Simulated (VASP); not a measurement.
Runs of VASP 6.6.1 on LiF. The structure is hexagonal, space group P6_3mc (No. 186). The conventional cell has a = 3.081 Å, b = 3.081 Å, c = 4.785 Å, α = 90.00°, β = 90.00°, γ = 120.00°. Li (site symmetry 3m) has 4 F at 1.86 to 1.87 Å within 2.5 Å. Within 2.5 Å of F (site symmetry 3m) lie 4 Li at 1.86 to 1.87 Å. 

```tsv
level	potentials or basis	k mesh	gap on the mesh (eV)
r2SCAN	VASP PAW PBE potentials, release 64 (Li_sv, F)	6 × 6 × 4	(a)
PBE	VASP PAW PBE potentials, release 64 (Li_sv, F)	6 × 6 × 4	7.84
PBE	VASP PAW PBE potentials, release 64 (Li_sv, F)	9 × 9 × 4	7.84
LDA	VASP PAW LDA potentials, release 64 (Li_sv, F)	6 × 6 × 4	7.52
```

Alike in all rows: task single point; no spin polarisation; cell as given; cutoff (eV) 520; smearing gaussian 0.01 eV.

Question: Estimate the missing entries.

Answer: (a) 8.68.

Caveats: an odd mesh through Γ misses points on the zone boundary, where band edges can lie (at least some runs).
